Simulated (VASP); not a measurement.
Runs of VASP 6.6.1 on CuO. The structure is that of space group P4_2/mmc (No. 131), or close to it. The cells are those of the table. 

| cell | k mesh | gap on the mesh (eV) | pressure (GPa) | moment (μB) |
| --- | --- | --- | --- | --- |
| a = 2.948, b = 2.948, c = 5.152 Å, angles 90.0, 90.0, 89.9°, 4 atoms | 12 × 12 × 8 | none | 0.7 | 0.08 |
| a = 2.892, b = 2.892, c = 5.139 Å, angles 90.0, 90.0, 89.9°, 4 atoms | 12 × 12 × 8 | none | 6.9 | (c) |
| a = 2.978, b = 2.978, c = 5.152 Å, angles 90.2, 90.2, 88.7°, 4 atoms | 12 × 12 × 8 | none | -2.0 | (b) |
| a = 2.870, b = 2.870, c = 5.137 Å, angles 90.0, 90.0, 89.9°, 4 atoms | 12 × 12 × 8 | none | (a) | 0.01 |
| a = 2.948, b = 2.948, c = 5.152 Å, angles 90.0, 90.0, 89.9°, 4 atoms | 12 × 12 × 8, shifted | none | 0.7 | 0.00 |

Alike in all rows: task single point; level PBE; potentials or basis VASP PAW PBE potentials, release 64 (Cu, O); spin collinear; cutoff (eV) 520; smearing gaussian 0.05 eV.

Problem. Estimate the missing entries.

Solution. (a) 9.4; (b) 0.04; (c) 0.02.

Caveats: semilocal functionals often make such compounds metallic where correlation or magnetic order opens a gap, which also shifts bond lengths; the cell stands under pressure (at least some runs).

A gap of «none» marks levels without a gap at the run's occupations.
